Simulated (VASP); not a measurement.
Here is a VASP 6.6.1 calculation.

POSCAR

```
Zr
1.0
    3.2745311931      0.0000000000      0.0000000000
   -1.6372655966      2.8358271987      0.0000000000
    0.0000000000      0.0000000000      5.2147314515
Zr
2
Direct
    0.6666666667      0.3333333333      0.7500000000
    0.3333333333      0.6666666667      0.2500000000
```

INCAR.step1

```
PREC = Accurate
ENCUT = 520
EDIFF = 1E-5
ISMEAR = -1
SIGMA = 0.05
LREAL = F
LASPH = T
NELM = 80
ALGO = Normal
ISIF = 2
LWAVE = T
NBANDS = 19
GGA = PE
```

File INCAR.step2:

```
PREC = Accurate
ENCUT = 520
EDIFF = 1E-6
ISMEAR = -1
SIGMA = 0.05
LREAL = F
LASPH = T
NELM = 80
ALGO = Normal
ISIF = 2
LWAVE = F
LCHARG = T
GGA = PE
LHFCALC = T
AEXX = 0.25
HFSCREEN = 0.3
PRECFOCK = Normal
LELF = T
LVHAR = T
NBANDS = 19
ISTART = 1
```

File KPOINTS:

```
Automatic mesh
0
Gamma
  5 5 3
```

Potentials or basis: VASP PAW PBE potentials, release 64 (Zr_sv).

Command:

```sh
$ cat potpaw_PBE.64/Zr_sv/POTCAR > POTCAR
$ cp INCAR.step1 INCAR
$ mpirun -np 1 vasp_std > vasp.out
$ cp INCAR.step2 INCAR
$ mpirun -np 1 vasp_std > vasp.out
```

(1) Estimate the band gap on the k mesh.

(2) What does it give for the pressure?

## Answers

(1) zero (bands 12 and 13 overlap by 1.23 eV).

(2) -3.2 GPa.

Caveat: the k points lie up to 0.44 Å⁻¹ apart, too coarse for converged energies and pressures of a metal; the PAW data sets were made with another functional, which shifts forces and pressure a little.
